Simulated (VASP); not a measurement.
Here is a VASP 6.6.1 calculation.

File INCAR:

```
ALGO = Normal
EDIFF = 1E-6
ENCUT = 520
GGA = PE
ISIF = 2
ISMEAR = 0
LASPH = True
LCHARG = False
LREAL = False
LWAVE = False
NBANDS = 36
NELM = 100
PREC = Accurate
SIGMA = 0.05
```

Contents of KPOINTS:

```
k-points
0
Gamma
  10 10 2
```

File POSCAR:

```
SiC
1.0
    2.1740000000     -2.1740000000      0.0000000000
    2.1740000000      0.0000000000     -2.1740000000
   10.8700000000      7.6090000000      7.6090000000
Si C
6 6
Direct
    0.6354333333      0.6354333333      0.0624666667
   -0.4479000000     -0.4479000000      0.8958000000
    0.2187666667      0.2187666667      0.2291333333
    0.3854333333      0.3854333333      0.5624666667
   -0.1979000000     -0.1979000000      0.3958000000
   -0.0312333333     -0.0312333333      0.7291333333
    0.4479333333      0.4479333333      0.4374666667
    0.8646000000      0.8646000000      0.2708000000
    0.0312666667      0.0312666667      0.6041333333
    0.1979333333      0.1979333333      0.9374666667
   -0.3854000000     -0.3854000000      0.7708000000
    0.2812666667      0.2812666667      0.1041333333
```

Potentials or basis: VASP PAW PBE potentials, release 64 (Si, C).

The run is started by

```console
$ cat potpaw_PBE.64/Si/POTCAR potpaw_PBE.64/C/POTCAR > POTCAR
$ mpirun -np 1 vasp_std > vasp.out
```

Question: What does it give for the band gap on the k mesh?

Answer: 1.03 eV, indirect (least direct gap 1.85 eV).

Question: Predict the pressure.

Answer: 3.4 GPa.

Stress tensor (GPa, compression positive):
```
9.67 2.08 2.08
2.08 0.28 2.04
2.08 2.04 0.28
```

A k mesh can miss the band edges. As with any semilocal functional, this PBE gap is likely too small.
